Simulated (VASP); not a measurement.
# Sb: single point with PBE

Crystal: Sb.

```
Sb
1.0
    -1.87134    1.87134    1.87134
     1.87134   -1.87134    1.87134
     1.87134    1.87134   -1.87134
Sb
1
Direct
  0.00000 0.00000 0.00000
```

```json
{
  "Program": "VASP 6.6.1",
  "Task": "single point",
  "Functional": "PBE",
  "Potentials or basis": "VASP PAW PBE potentials, release 64 (Sb)",
  "Cutoff": "520 eV",
  "k mesh": "10 × 10 × 10",
  "Occupations": "gaussian, width 0.024 eV",
  "Spin": "no spin polarisation"
}
```

| Quantity | Value |
| --- | --- |
| Pressure | 3.0 GPa |

Levels at points of the mesh, in eV from the Fermi level:
| k point | band 1 | band 2 | band 3 | band 4 | band 5 | band 6 |
| --- | --- | --- | --- | --- | --- | --- |
| (0.00, 0.00, 0.00) | -13.04 | 5.72 | 5.72 | 5.72 | 10.67 | 10.67 |
| (0.50, 0.00, 0.00) | -8.83 | -5.74 | 1.77 | 3.85 | 6.53 | 6.97 |
| (0.50, 0.50, 0.50) | -5.44 | -2.04 | -2.04 | -2.04 | 2.93 | 2.93 |

Wall time 5.5 s on 1 thread of AMD EPYC 7R13 Processor (Zen 3), on a shared host, peak memory 0.11 GiB.

Caveat: spin-orbit coupling is left out, which moves the levels of the heavy elements.
